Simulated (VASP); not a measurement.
# CdS5 (P6/mmm) in VASP: notebook

Runs on CdS5. Level: PBE. Tasks: single point.

Everything below comes from runs of VASP 6.6.1. Logs are shortened: lines on timing, memory, paths and dates and some standing lists are left out, and cuts for length are marked.

## 1. The cell of the first run

The structure is hexagonal, space group P6/mmm (No. 191). Conventional cell: a = 6.786 Å, b = 6.786 Å, c = 3.156 Å, α = 90.00°, β = 90.00°, γ = 120.00°. Cd (site symmetry 6/mmm) has 2 Cd at 3.16 Å and 18 S at 3.74 to 3.92 Å within 4.2 Å. S (site symmetry -6m2) has 8 S at 2.52 to 3.16 Å within 3.3 Å. S (site symmetry mmm) has 10 S at 2.52 to 3.39 Å within 3.4 Å.

The cell was built from a structure type or drawn by symmetry, and may not be a known phase.

## 2. Single point, PBE

Contents of INCAR:

```
SYSTEM = CdS5
  ALGO = Normal
  EDIFF = 1E-7
  ENCUT = 520
  GGA = PE
  ISIF = 2
  ISMEAR = 0
  LASPH = .TRUE.
  LCHARG = .FALSE.
  LREAL = .FALSE.
  LWAVE = .FALSE.
  NBANDS = 30
  NELM = 80
  PREC = Accurate
  SIGMA = 0.1
```

Contents of KPOINTS:

```
k-points
0
G
  3 3 4
  0 0 0
```

Contents of POSCAR:

```
CdS5
1.0
    6.7855285508     -0.0000000032      0.0000000000
   -3.3927642726      5.8764401047      0.0000000000
    0.0000000000      0.0000000000      3.1558556300
Cd S
1 5
Direct
    0.0000000000      0.0000000000      0.0000000000
    0.3333333333      0.6666666667      0.0000000000
    0.6666666667      0.3333333333      0.0000000000
    0.5000000000      0.0000000000      0.5000000000
    0.5000000000      0.5000000000      0.5000000000
    0.0000000000      0.5000000000      0.5000000000
```

Potentials or basis: VASP PAW PBE potentials, release 64 (Cd, S).

Command:

```
$ cat potpaw_PBE.64/Cd/POTCAR potpaw_PBE.64/S/POTCAR > POTCAR
$ mpirun -np 1 vasp_std > vasp.out
```

OUTCAR:

```text
SYSTEM = CdS5
   EDIFF = 1E-7
   ENCUT = 520
   GGA = PE
   ISIF = 2
   ISMEAR = 0
   LASPH = .TRUE.
   LREAL = .FALSE.
   NELM = 80
   PREC = Accurate

 ion  position               nearest neighbor table
   1  0.000  0.000  0.000-
   2  0.333  0.667  0.000-   4 2.52   4 2.52   6 2.52   6 2.52   5 2.52   5 2.52
   3  0.667  0.333  0.000-   4 2.52   4 2.52   6 2.52   6 2.52   5 2.52   5 2.52
   4  0.500  0.000  0.500-   2 2.52   3 2.52   2 2.52   3 2.52
   5  0.500  0.500  0.500-   2 2.52   3 2.52   2 2.52   3 2.52
   6  0.000  0.500  0.500-   2 2.52   3 2.52   2 2.52   3 2.52

  LATTYP: Found a hexagonal cell.
 ALAT       =     6.7855285508
 C/A-ratio  =     0.4650861914

  Lattice vectors:

 A1 = (   6.7855285508,  -0.0000000032,   0.0000000000)
 A2 = (  -3.3927642726,   5.8764401047,   0.0000000000)
 A3 = (   0.0000000000,   0.0000000000,   3.1558556300)

Analysis of symmetry for initial positions (statically):
=====================================================================
 Subroutine PRICEL returns:
 Original cell was already a primitive cell.

 Routine SETGRP: Setting up the symmetry group for a
 hexagonal supercell.

 Subroutine GETGRP returns: Found 24 space group operations
 (whereof 24 operations were pure point group operations)
 out of a pool of 24 trial point group operations.

The static configuration has the point symmetry D_6h.

Analysis of symmetry for dynamics (positions and initial velocities):
=====================================================================
 Subroutine PRICEL returns:
 Original cell was already a primitive cell.

 Routine SETGRP: Setting up the symmetry group for a
 hexagonal supercell.

 Subroutine GETGRP returns: Found 24 space group operations
 (whereof 24 operations were pure point group operations)
 out of a pool of 24 trial point group operations.

The dynamic configuration has the point symmetry D_6h.

 Subroutine INISYM returns: Found 24 space group operations
 (whereof 24 operations are pure point group operations),
 and found     1 'primitive' translations

----------------------------------------------------------------------------------------

                                     Primitive cell

  volume of cell :     125.8390

  direct lattice vectors                    reciprocal lattice vectors
     6.785528551 -0.000000003  0.000000000     0.147372455  0.085085526  0.000000000
    -3.392764273  5.876440105  0.000000000     0.000000000  0.170171053  0.000000000
     0.000000000  0.000000000  3.155855630     0.000000000  0.000000000  0.316871276

  length of vectors
     6.785528551  6.785528551  3.155855630     0.170171053  0.170171053  0.316871276

  position of ions in fractional coordinates (direct lattice)
     0.000000000  0.000000000  0.000000000
     0.333333333  0.666666667  0.000000000
     0.666666667  0.333333333  0.000000000
     0.500000000  0.000000000  0.500000000
     0.500000000  0.500000000  0.500000000
     0.000000000  0.500000000  0.500000000

  ion indices of the primitive-cell ions
   primitive index   ion index
                 1           1
                 2           2
                 3           3
                 4           4
                 5           5
                 6           6

----------------------------------------------------------------------------------------

 KPOINTS: k-points

Automatic generation of k-mesh.
 Grid dimensions read from file:
 generate k-points for:    3    3    4

 Generating k-lattice:

  Cartesian coordinates                     Fractional coordinates (reciprocal lattice)
     0.049124152  0.028361842  0.000000000     0.333333333  0.000000000  0.000000000
     0.000000000  0.056723684  0.000000000     0.000000000  0.333333333  0.000000000
     0.000000000  0.000000000  0.079217819     0.000000000  0.000000000  0.250000000

  Length of vectors
     0.056723684  0.056723684  0.079217819

  Shift w.r.t. Gamma in fractional coordinates (k-lattice)
     0.000000000  0.000000000  0.000000000

 Subroutine IBZKPT returns following result:
 ===========================================

 Found      9 irreducible k-points:

 Following reciprocal coordinates:
            Coordinates               Weight
  0.000000  0.000000  0.000000      1.000000
  0.333333  0.000000  0.000000      6.000000
  0.333333  0.333333  0.000000      2.000000
  0.000000  0.000000  0.250000      2.000000
  0.333333  0.000000  0.250000     12.000000
  0.333333  0.333333  0.250000      4.000000
  0.000000  0.000000  0.500000      1.000000
  0.333333  0.000000  0.500000      6.000000
  0.333333  0.333333  0.500000      2.000000
   k-points           NKPTS =      9   k-points in BZ     NKDIM =      9   number of bands    NBANDS=     30
   number of dos      NEDOS =    301   number of ions     NIONS =      6
   total plane-waves  NPLWV =  60000
   dimension x,y,z NGX =    50 NGY =   50 NGZ =   24
   dimension x,y,z NGXF=   100 NGYF=  100 NGZF=   48
   ions per type =               1   5
   NGX,Y,Z   is equivalent  to a cutoff of  12.25, 12.25, 12.64 a.u.
   NGXF,Y,Z  is equivalent  to a cutoff of  24.50, 24.50, 25.29 a.u.
 SYSTEM =  CdS5
   PREC   = accura    normal or accurate (medium, high low for compatibility)
   ISTART =      0    job   : 0-new  1-cont  2-samecut
   ICHARG =      2    charge: 1-file 2-atom 10-const
   ISPIN  =      1    spin polarized calculation?
   LNONCOLLINEAR =      F non collinear calculations
   LSORBIT =      F    spin-orbit coupling
   LASPH  =      T    aspherical Exc in radial PAW
   ENCUT  =  520.0 eV  38.22 Ry    6.18 a.u.  12.62 12.62  5.87*2*pi/ulx,y,z
   NELM   =     80;   NELMIN=  2; NELMDL= -5     # of ELM steps
   EDIFF  = 0.1E-06   stopping-criterion for ELM
   LREAL  =      F    real-space projection
   EDIFFG = 0.1E-05   stopping-criterion for IOM
   NSW    =      0    number of steps for IOM
   IBRION =     -1    ionic relax: 0-MD 1-quasi-New 2-CG
   NFREE  =      0    steps in history (QN), initial steepest desc. (CG)
   ISIF   =      2    stress and relaxation
   ISYM   =      2    0-nonsym 1-usesym 2-fastsym
   POTIM  = 0.5000    time-step for ionic-motion
   TEBEG  =    0.0;   TEEND  =   0.0 temperature during run
   PSTRESS=    0.0 pullay stress
   NELECT =      42.0000    total number of electrons
   NUPDOWN=      -1.0000    fix difference up-down
   EMIN   =  10.00;   EMAX   =-10.00  energy-range for DOS
   EFERMI =   0.00;   METHOD = LEGACY
   ISMEAR =     0;   SIGMA  =   0.10  broadening in eV -4-tet -1-fermi 0-gaus
   EFERMI_NEDOS =   21; number of points for ismear=-14 and -15
   IALGO  =     38    algorithm
   IMIX   =      4    mixing-type and parameters
     AMIX     =   0.40;   BMIX     =  1.00
     AMIX_MAG =   1.60;   BMIX_MAG =  1.00
  volume/ion in A,a.u.               =      20.97       141.53
  Fermi-wavevector in a.u.,A,eV,Ry     =   1.135585  2.145944 17.545430  1.289553
  Thomas-Fermi vector in A             =   2.272290
   LORBIT       =      0    0 simple, 1 ext, 2 COOP (PROOUT), +10 PAW based schemes
   GGA     = PE    functional components
   LHFCALC =     F    Hartree Fock is set to
   AEXX    =    0.0000 exact exchange contribution
   IVDW    =     0    specifies the selected vdW correction
   LEPSILON=     F    determine dielectric tensor
   LRPA    =     F    only Hartree local field effects (RPA)
 non-spin polarized calculation
 Gauss-broadening in eV      SIGMA  =   0.10
  energy-cutoff  :      520.00
  volume of cell :      125.84
 maximum number of plane-waves:      3456
 NGX is ok and might be reduce to    50
   NGX = 25   NGY = 25   NGZ = 11

 number of electron      42.0000016 magnetization

 Free energy of the ion-electron system (eV)
  ---------------------------------------------------
  ext. energy  EPLUGINS =         0.00000000
  ---------------------------------------------------
  free energy    TOTEN  =       -17.66980737 eV

  energy without entropy =      -17.66210620  energy(sigma->0) =      -17.66595678

 E-fermi :   4.0459     XC(G=0):  -9.7663

 val. band max:        3.9471459897   @ k =   0.3333   0.0000   0.0000
 cond. band min:       4.4731428465   @ k =   0.3333   0.3333   0.5000
 fundamental gap:      0.5259968568
 Fermi energy:         4.0459268521

 k-point     1 :       0.0000    0.0000    0.0000
  band No.  band energies     occupation
      1     -12.3592      2.00000
      2     -10.3484      2.00000
      3      -9.0124      2.00000
      4      -9.0124      2.00000
      5      -4.6496      2.00000
      6      -4.1371      2.00000
[... 22 lines left out ...]
     29       9.2091      0.00000
     30      10.1723      0.00000

 k-point     2 :       0.3333    0.0000    0.0000
  band No.  band energies     occupation
      1     -12.1130      2.00000
      2     -11.1362      2.00000
      3      -9.0198      2.00000
      4      -7.9028      2.00000
      5      -5.6848      2.00000
      6      -4.1390      2.00000
[... 22 lines left out ...]
     29       9.2815      0.00000
     30      10.7294      0.00000

 k-point     3 :       0.3333    0.3333    0.0000
  band No.  band energies     occupation
      1     -11.7060      2.00000
      2     -11.7060      2.00000
      3      -9.0332      2.00000
      4      -6.7927      2.00000
      5      -6.7927      2.00000
      6      -4.1389      2.00000
[... 22 lines left out ...]
     29      10.2189      0.00000
     30      10.2189      0.00000

 k-point     4 :       0.0000    0.0000    0.2500
  band No.  band energies     occupation
      1     -11.5746      2.00000
      2      -9.7275      2.00000
      3      -8.4327      2.00000
      4      -8.4327      2.00000
      5      -6.2401      2.00000
      6      -3.7434      2.00000
[... 121 lines left out ...]
     29       9.1938      0.00000
     30      11.3975      0.00000

 k-point     8 :       0.3333    0.0000    0.5000
  band No.  band energies     occupation
      1      -9.3817      2.00000
      2      -8.9716      2.00000
      3      -8.8991      2.00000
      4      -8.0690      2.00000
      5      -7.6049      2.00000
      6      -3.8568      2.00000
[... 22 lines left out ...]
     29       9.7786      0.00000
     30      11.8739      0.00000

 k-point     9 :       0.3333    0.3333    0.5000
  band No.  band energies     occupation
      1      -9.1872      2.00000
      2      -9.1872      2.00000
      3      -8.5343      2.00000
      4      -8.5343      2.00000
      5      -7.6099      2.00000
      6      -3.8464      2.00000
[... 22 lines left out ...]
     29       9.2301      0.00000
     30      12.4583      0.00000

------------------------ aborting loop because EDIFF is reached ----------------------------------------

  FORCE on cell =-STRESS in cart. coord.  units (eV):
  Direction    XX          YY          ZZ          XY          YZ          ZX
  --------------------------------------------------------------------------------------
  -------------------------------------------------------------------------------------
  Total       -0.1024435     -0.1024435      0.1941455     -0.0000000      0.0000000      0.0000000
  in kB       -1.3043068     -1.3043068      2.4718534     -0.0000000      0.0000000      0.0000000
  external PRESSURE =      -0.0455867 kB  Pullay stress =       0.0000000 kB

 VOLUME and BASIS-vectors are now :
 -----------------------------------------------------------------------------
  energy-cutoff  :      520.00
  volume of cell :      125.84
      direct lattice vectors                 reciprocal lattice vectors
     6.785528551 -0.000000003  0.000000000     0.147372455  0.085085526  0.000000000
    -3.392764273  5.876440105  0.000000000     0.000000000  0.170171053  0.000000000
     0.000000000  0.000000000  3.155855630     0.000000000  0.000000000  0.316871276

 POSITION                                       TOTAL-FORCE (eV/Angst)
 -----------------------------------------------------------------------------------
      0.00000      0.00000      0.00000        -0.000000      0.000000      0.000000
      0.00000      3.91763      0.00000         0.000000      0.000000     -0.000000
      3.39276      1.95881      0.00000         0.000000     -0.000000      0.000000
      3.39276     -0.00000      1.57793        -0.000000      0.000000      0.000000
      1.69638      2.93822      1.57793        -0.000000      0.000000      0.000000
     -1.69638      2.93822      1.57793        -0.000000      0.000000      0.000000
 -----------------------------------------------------------------------------------
    total drift:                               -0.000000     -0.000000     -0.000000

  FREE ENERGIE OF THE ION-ELECTRON SYSTEM (eV)
  ---------------------------------------------------
  free  energy   TOTEN  =       -17.6698073720 eV

  energy  without entropy=      -17.6621061953  energy(sigma->0) =      -17.66595678
```

It took 70 s on 1 thread of Intel Xeon 8259CL, shared host; peak memory 0.24 GiB.

Results:

```yaml
Free_energy: -17.6698 eV
Pressure: 0.0 GPa
Band_gap_on_the_k_mesh: zero (bands 21 and 22 overlap by 1.15 eV)
```

Stress tensor (GPa, compression positive):
```
-0.13  0.00  0.00
 0.00 -0.13  0.00
 0.00  0.00  0.25
```

Caveat: the k points lie up to 0.50 Å⁻¹ apart, too coarse for converged energies and pressures of a metal.

## 3. Single point, PBE

This run uses another cell than the first one, of 25.51 Å³/atom.

Contents of INCAR:

```
PREC = Accurate ; ENCUT = 520
EDIFF = 1E-6 ; ISMEAR = 0
SIGMA = 0.1 ; LREAL = F
LASPH = T ; NELM = 100
ALGO = Normal ; ISIF = 2
LWAVE = F ; LCHARG = T
GGA = PE ; LELF = T
LVHAR = T ; NBANDS = 30
```

Contents of KPOINTS:

```
Automatic mesh
0
Gamma
  3 3 4
```

Contents of POSCAR:

```
CdS5
1.0
    6.1038437100      0.0000000000      0.0000000000
   -3.0519218500      5.2860837100      0.0000000000
    0.0000000000      0.0000000000      4.7430549200
Cd S
1 5
Direct
    0.0000000000      0.0000000000      0.0000000000
    0.3333333300      0.6666666700      0.0000000000
    0.6666666700      0.3333333300      0.0000000000
    0.5000000000      0.0000000000      0.5000000000
    0.5000000000      0.5000000000      0.5000000000
    0.0000000000      0.5000000000      0.5000000000
```

Potentials or basis: VASP PAW PBE potentials, release 64 (Cd, S).

Command:

```
$ cat potpaw_PBE.64/Cd/POTCAR potpaw_PBE.64/S/POTCAR > POTCAR
$ mpirun -np 1 vasp_std > vasp.out
```

Run time: 75 s. Hardware: 1 thread of Intel Xeon 8259CL, shared host; peak memory 0.27 GiB.

It converged, with:

```yaml
Free_energy: -14.7515 eV
Pressure: -9.8 GPa
Band_gap_on_the_k_mesh: zero (bands 21 and 22 overlap by 1.23 eV)
```

Stress tensor (GPa, compression positive):
```
 -7.81   0.00   0.00
  0.00  -7.81   0.00
  0.00   0.00 -13.91
```

Levels at points of the mesh, in eV from the Fermi level:
| k point | band 17 | band 18 | band 19 | band 20 | band 21 | band 22 | band 23 | band 24 | band 25 | band 26 |
| --- | --- | --- | --- | --- | --- | --- | --- | --- | --- | --- |
| (0.00, 0.00, 0.00) | -1.91 | -1.38 | -1.38 | -1.26 | -0.38 | -0.38 | 0.63 | 1.25 | 1.25 | 2.33 |
| (0.00, 0.00, 0.50) | -1.34 | -1.34 | -1.03 | -0.01 | 0.67 | 1.02 | 1.09 | 1.09 | 1.33 | 1.33 |

Caveat: the k points lie up to 0.40 Å⁻¹ apart, too coarse for converged energies and pressures of a metal.
